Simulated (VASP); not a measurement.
# Li4Mo (P-43m) in VASP: single point with PBE

Aim: the single point of Li4Mo with PBE.

Everything below comes from runs of VASP 6.6.1. Logs are shortened: lines on timing, memory, paths and dates and some standing lists are left out, and cuts for length are marked.

### Step 1. The cell of the first run

Symmetry: P-43m, No. 215, cubic system. Conventional cell: a = 4.096 Å, b = 4.096 Å, c = 4.096 Å, α = 90.00°, β = 90.00°, γ = 90.00°. Li (site symmetry 3m) has 1 Mo at 1.77 Å within 2.4 Å. Mo (site symmetry -43m) has 4 Li at 1.77 Å within 2.4 Å.

### Step 2. Single point, PBE

INCAR reads:

```
SYSTEM = Li4Mo
ALGO = Normal
EDIFF = 1E-6
ENCUT = 520
GGA = PE
ISIF = 2
ISMEAR = 0
LASPH = .TRUE.
LCHARG = .FALSE.
LREAL = .FALSE.
LWAVE = .FALSE.
NBANDS = 21
NELM = 60
PREC = Accurate
SIGMA = 0.1
```

KPOINTS reads:

```
k-points
0
G
  4 4 4
  0 0 0
```

POSCAR reads:

```
Li4Mo
1.0
    4.0964913100      0.0000000000      0.0000000000
    0.0000000000      4.0964913100      0.0000000000
    0.0000000000      0.0000000000      4.0964913100
Li Mo
4 1
Direct
    0.2500000000      0.2500000000      0.2500000000
    0.7500000000      0.7500000000      0.2500000000
    0.2500000000      0.7500000000      0.7500000000
    0.7500000000      0.2500000000      0.7500000000
    0.0000000000      0.0000000000      0.0000000000
```

Potentials or basis: VASP PAW PBE potentials, release 64 (Li_sv, Mo_sv).

Run with:

```bash
cat potpaw_PBE.64/Li_sv/POTCAR potpaw_PBE.64/Mo_sv/POTCAR > POTCAR
mpirun -np 1 vasp_std > vasp.out
```

OUTCAR:

```text
SYSTEM = Li4Mo
   EDIFF = 1E-6
   ENCUT = 520
   GGA = PE
   ISIF = 2
   ISMEAR = 0
   LASPH = .TRUE.
   LREAL = .FALSE.
   NELM = 60
   PREC = Accurate

 ion  position               nearest neighbor table
   1  0.250  0.250  0.250-   5 1.77
   2  0.750  0.750  0.250-   5 1.77
   3  0.250  0.750  0.750-   5 1.77
   4  0.750  0.250  0.750-   5 1.77
   5  0.000  0.000  0.000-   1 1.77   2 1.77   3 1.77   4 1.77

  LATTYP: Found a simple cubic cell.
 ALAT       =     4.0964913100

  Lattice vectors:

 A1 = (   4.0964913100,   0.0000000000,   0.0000000000)
 A2 = (   0.0000000000,   4.0964913100,   0.0000000000)
 A3 = (   0.0000000000,   0.0000000000,   4.0964913100)

Analysis of symmetry for initial positions (statically):
=====================================================================
 Subroutine PRICEL returns:
 Original cell was already a primitive cell.

 Routine SETGRP: Setting up the symmetry group for a
 simple cubic supercell.

 Subroutine GETGRP returns: Found 24 space group operations
 (whereof 24 operations were pure point group operations)
 out of a pool of 48 trial point group operations.

The static configuration has the point symmetry T_d .

Analysis of symmetry for dynamics (positions and initial velocities):
=====================================================================
 Subroutine PRICEL returns:
 Original cell was already a primitive cell.

 Routine SETGRP: Setting up the symmetry group for a
 simple cubic supercell.

 Subroutine GETGRP returns: Found 24 space group operations
 (whereof 24 operations were pure point group operations)
 out of a pool of 48 trial point group operations.

The dynamic configuration has the point symmetry T_d .

 Subroutine INISYM returns: Found 24 space group operations
 (whereof 24 operations are pure point group operations),
 and found     1 'primitive' translations

----------------------------------------------------------------------------------------

                                     Primitive cell

  volume of cell :      68.7442

  direct lattice vectors                    reciprocal lattice vectors
     4.096491310  0.000000000  0.000000000     0.244111344  0.000000000  0.000000000
     0.000000000  4.096491310  0.000000000     0.000000000  0.244111344  0.000000000
     0.000000000  0.000000000  4.096491310     0.000000000  0.000000000  0.244111344

  length of vectors
     4.096491310  4.096491310  4.096491310     0.244111344  0.244111344  0.244111344

  position of ions in fractional coordinates (direct lattice)
     0.250000000  0.250000000  0.250000000
     0.750000000  0.750000000  0.250000000
     0.250000000  0.750000000  0.750000000
     0.750000000  0.250000000  0.750000000
     0.000000000  0.000000000  0.000000000

  ion indices of the primitive-cell ions
   primitive index   ion index
                 1           1
                 2           2
                 3           3
                 4           4
                 5           5

----------------------------------------------------------------------------------------

 KPOINTS: k-points

Automatic generation of k-mesh.
 Grid dimensions read from file:
 generate k-points for:    4    4    4

 Generating k-lattice:

  Cartesian coordinates                     Fractional coordinates (reciprocal lattice)
     0.061027836  0.000000000  0.000000000     0.250000000  0.000000000  0.000000000
     0.000000000  0.061027836  0.000000000     0.000000000  0.250000000  0.000000000
     0.000000000  0.000000000  0.061027836     0.000000000  0.000000000  0.250000000

  Length of vectors
     0.061027836  0.061027836  0.061027836

  Shift w.r.t. Gamma in fractional coordinates (k-lattice)
     0.000000000  0.000000000  0.000000000

 Subroutine IBZKPT returns following result:
 ===========================================

 Found     10 irreducible k-points:

 Following reciprocal coordinates:
            Coordinates               Weight
  0.000000  0.000000  0.000000      1.000000
  0.250000  0.000000  0.000000      6.000000
  0.500000  0.000000  0.000000      3.000000
  0.250000  0.250000  0.000000     12.000000
  0.500000  0.250000  0.000000     12.000000
  0.500000  0.500000  0.000000      3.000000
  0.250000  0.250000  0.250000      8.000000
  0.500000  0.250000  0.250000     12.000000
  0.500000  0.500000  0.250000      6.000000
  0.500000  0.500000  0.500000      1.000000
   k-points           NKPTS =     10   k-points in BZ     NKDIM =     10   number of bands    NBANDS=     21
   number of dos      NEDOS =    301   number of ions     NIONS =      5
   total plane-waves  NPLWV =  27000
   dimension x,y,z NGX =    30 NGY =   30 NGZ =   30
   dimension x,y,z NGXF=    60 NGYF=   60 NGZF=   60
   ions per type =               4   1
   NGX,Y,Z   is equivalent  to a cutoff of  12.17, 12.17, 12.17 a.u.
   NGXF,Y,Z  is equivalent  to a cutoff of  24.35, 24.35, 24.35 a.u.
 SYSTEM =  Li4Mo
   PREC   = accura    normal or accurate (medium, high low for compatibility)
   ISTART =      0    job   : 0-new  1-cont  2-samecut
   ICHARG =      2    charge: 1-file 2-atom 10-const
   ISPIN  =      1    spin polarized calculation?
   LNONCOLLINEAR =      F non collinear calculations
   LSORBIT =      F    spin-orbit coupling
   LASPH  =      T    aspherical Exc in radial PAW
   ENCUT  =  520.0 eV  38.22 Ry    6.18 a.u.   7.62  7.62  7.62*2*pi/ulx,y,z
   NELM   =     60;   NELMIN=  2; NELMDL= -5     # of ELM steps
   EDIFF  = 0.1E-05   stopping-criterion for ELM
   LREAL  =      F    real-space projection
   EDIFFG = 0.1E-04   stopping-criterion for IOM
   NSW    =      0    number of steps for IOM
   IBRION =     -1    ionic relax: 0-MD 1-quasi-New 2-CG
   NFREE  =      0    steps in history (QN), initial steepest desc. (CG)
   ISIF   =      2    stress and relaxation
   ISYM   =      2    0-nonsym 1-usesym 2-fastsym
   POTIM  = 0.5000    time-step for ionic-motion
   TEBEG  =    0.0;   TEEND  =   0.0 temperature during run
   PSTRESS=    0.0 pullay stress
   NELECT =      26.0000    total number of electrons
   NUPDOWN=      -1.0000    fix difference up-down
   EMIN   =  10.00;   EMAX   =-10.00  energy-range for DOS
   EFERMI =   0.00;   METHOD = LEGACY
   ISMEAR =     0;   SIGMA  =   0.10  broadening in eV -4-tet -1-fermi 0-gaus
   EFERMI_NEDOS =   21; number of points for ismear=-14 and -15
   IALGO  =     38    algorithm
   IMIX   =      4    mixing-type and parameters
     AMIX     =   0.40;   BMIX     =  1.00
     AMIX_MAG =   1.60;   BMIX_MAG =  1.00
  volume/ion in A,a.u.               =      13.75        92.78
  Fermi-wavevector in a.u.,A,eV,Ry     =   1.183915  2.237275 19.070675  1.401655
  Thomas-Fermi vector in A             =   2.320140
   LORBIT       =      0    0 simple, 1 ext, 2 COOP (PROOUT), +10 PAW based schemes
   GGA     = PE    functional components
   LHFCALC =     F    Hartree Fock is set to
   AEXX    =    0.0000 exact exchange contribution
   IVDW    =     0    specifies the selected vdW correction
   LEPSILON=     F    determine dielectric tensor
   LRPA    =     F    only Hartree local field effects (RPA)
 non-spin polarized calculation
 Gauss-broadening in eV      SIGMA  =   0.10
  energy-cutoff  :      520.00
  volume of cell :       68.74
 maximum number of plane-waves:      1863
   NGX = 15   NGY = 15   NGZ = 15

 number of electron      26.0000031 magnetization

 Free energy of the ion-electron system (eV)
  ---------------------------------------------------
  ext. energy  EPLUGINS =         0.00000000
  ---------------------------------------------------
  free energy    TOTEN  =        -7.48802711 eV

  energy without entropy =       -7.46128724  energy(sigma->0) =       -7.47465718

 E-fermi :   3.8297     XC(G=0):  -9.1606

 val. band max:        3.7619298107   @ k =   0.2500   0.2500   0.2500
 cond. band min:       3.8502220395   @ k =   0.2500   0.0000   0.0000
 fundamental gap:      0.0882922288
 Fermi energy:         3.8296619269

 k-point     1 :       0.0000    0.0000    0.0000
  band No.  band energies     occupation
      1     -56.1226      2.00000
      2     -43.1035      2.00000
      3     -43.1035      2.00000
      4     -43.1035      2.00000
      5     -42.9507      2.00000
      6     -30.2507      2.00000
[... 13 lines left out ...]
     20       9.8675      0.00000
     21      12.1372      0.00000

 k-point     2 :       0.2500    0.0000    0.0000
  band No.  band energies     occupation
      1     -56.1222      2.00000
      2     -43.1152      2.00000
      3     -43.1031      2.00000
      4     -43.1031      2.00000
      5     -42.9396      2.00000
      6     -30.2553      2.00000
[... 13 lines left out ...]
     20      11.6018      0.00000
     21      12.6005      0.00000

 k-point     3 :       0.5000    0.0000    0.0000
  band No.  band energies     occupation
      1     -56.1218      2.00000
      2     -43.1258      2.00000
      3     -43.1030      2.00000
      4     -43.1030      2.00000
      5     -42.9296      2.00000
      6     -30.2600      2.00000
[... 13 lines left out ...]
     20       9.8948      0.00000
     21      12.7931      0.00000
[... 121 lines left out ...]
 k-point     9 :       0.5000    0.5000    0.2500
  band No.  band energies     occupation
      1     -56.1207      2.00000
      2     -43.1149      2.00000
      3     -43.1149      2.00000
      4     -43.1136      2.00000
      5     -42.9189      2.00000
      6     -30.2613      2.00000
[... 13 lines left out ...]
     20       9.4973      0.00000
     21      10.6745      0.00000

 k-point    10 :       0.5000    0.5000    0.5000
  band No.  band energies     occupation
      1     -56.1203      2.00000
      2     -43.1148      2.00000
      3     -43.1148      2.00000
      4     -43.1148      2.00000
      5     -42.9189      2.00000
      6     -30.2620      2.00000
[... 13 lines left out ...]
     20       7.9227      0.00000
     21       9.2183      0.00000

------------------------ aborting loop because EDIFF is reached ----------------------------------------

  FORCE on cell =-STRESS in cart. coord.  units (eV):
  Direction    XX          YY          ZZ          XY          YZ          ZX
  --------------------------------------------------------------------------------------
  -------------------------------------------------------------------------------------
  Total       10.8890855     10.8890855     10.8890855     -0.0000000      0.0000000     -0.0000000
  in kB      253.7849570    253.7849570    253.7849570     -0.0000000      0.0000000     -0.0000000
  external PRESSURE =     253.7849570 kB  Pullay stress =       0.0000000 kB

 VOLUME and BASIS-vectors are now :
 -----------------------------------------------------------------------------
  energy-cutoff  :      520.00
  volume of cell :       68.74
      direct lattice vectors                 reciprocal lattice vectors
     4.096491310  0.000000000  0.000000000     0.244111344  0.000000000  0.000000000
     0.000000000  4.096491310  0.000000000     0.000000000  0.244111344  0.000000000
     0.000000000  0.000000000  4.096491310     0.000000000  0.000000000  0.244111344

 POSITION                                       TOTAL-FORCE (eV/Angst)
 -----------------------------------------------------------------------------------
      1.02412      1.02412      1.02412         3.468619      3.468619      3.468619
      3.07237      3.07237      1.02412        -3.468619     -3.468619      3.468619
      1.02412      3.07237      3.07237         3.468619     -3.468619     -3.468619
      3.07237      1.02412      3.07237        -3.468619      3.468619     -3.468619
      0.00000      0.00000      0.00000        -0.000000      0.000000     -0.000000
 -----------------------------------------------------------------------------------
    total drift:                               -0.000000      0.000000      0.000000

  FREE ENERGIE OF THE ION-ELECTRON SYSTEM (eV)
  ---------------------------------------------------
  free  energy   TOTEN  =        -7.4880271098 eV

  energy  without entropy=       -7.4612872434  energy(sigma->0) =       -7.47465718
```

Wall time 15 s (1 thread of Intel Xeon Platinum 8488C (Sapphire Rapids), shared host); peak memory 0.17 GiB.

What came out:

```yaml
Free_energy: -7.4880 eV
Band_gap_on_the_k_mesh: zero (band 13 reaches 4.05 eV, above the bottom of band 14 at 3.76 eV)
```

Caveat: the k points lie up to 0.38 Å⁻¹ apart; the cutoff is under 1.25 times the usual one of these potentials, so pressure, stress and relaxed cells hold a basis-set (Pulay) error.
